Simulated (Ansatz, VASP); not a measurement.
**Na2S in VASP and in Ansatz**

INCAR

```
PREC = Accurate
ENCUT = 400
EDIFF = 1E-8
ISMEAR = -1
SIGMA = 0.01
LREAL = False
LASPH = True
NELM = 120
ALGO = Normal
ISIF = 2
LWAVE = False
LCHARG = False
GGA = CA
LEFG = True
NBANDS = 17
GGA_COMPAT = False
```

The input KPOINTS:

```
Automatic mesh
0
Gamma
  6 6 6
```

Contents of POSCAR:

```
Na2S
1.0
    0.0000000000      3.2491544893      3.2491544893
    3.2491544893      0.0000000000      3.2491544893
    3.2491544893      3.2491544893      0.0000000000
Na S
2 1
Direct
    0.2500000000      0.2500000000      0.2500000000
    0.7500000000      0.7500000000      0.7500000000
    0.0000000000      0.0000000000      0.0000000000
```

Input for Ansatz:

```yaml
crystal:
  lattice:
    - [0.0, 3.2491544893, 3.2491544893]
    - [3.2491544893, 0.0, 3.2491544893]
    - [3.2491544893, 3.2491544893, 0.0]
  atoms:
    - { symbol: Na, position: [0.25, 0.25, 0.25] }
    - { symbol: Na, position: [0.75, 0.75, 0.75] }
    - { symbol: S, position: [0.0, 0.0, 0.0] }
kpoints:
  mp_grid: { grid: [6, 6, 6] }
  band_path:
    path:
      - [0.0, 0.0, 0.0]
      - [0.5, 0.0, 0.5]
      - [0.625, 0.25, 0.625]
      - [0.375, 0.375, 0.75]
      - [0.0, 0.0, 0.0]
      - [0.5, 0.5, 0.5]
      - [0.5, 0.25, 0.75]
      - [0.5, 0.0, 0.5]
    npoints: 8
scf:
  occupations: { method: fermi_dirac, width: 0.01 }
hamiltonian:
  xc: lda
  pseudopotentials: { kind: all_electron, datasets: crystal }
output:
  forces: true
  stress: true
  eigenvalues: true
  efg: { contact_densities: true }
```

Alike in both runs: task electric field gradients; functional LDA; k mesh 6 × 6 × 6; occupations fermi-dirac, width 0.01 eV; no spin polarisation.

```csv
,VASP,Ansatz
version,VASP 6.6.1,Ansatz 0.2.0
potentials or method,"VASP PAW LDA potentials, release 64 (Na_pv, S), cutoff 400 eV","all-electron PAW with datasets made for the crystal, scalar-relativistic"
```

|  | VASP | Ansatz | Ansatz less VASP |
| --- | --- | --- | --- |
| gap on the k mesh at the Fermi level (eV) | 2.31 | 2.31 | -0.005 |
| pressure (GPa) | -1.8 | -1.6 | +0.18 |

LDA's correlation is that of Perdew and Zunger in VASP and of Perdew and Wang (1992) in Ansatz. Ansatz ran all-electron here, and VASP with PAW potentials.
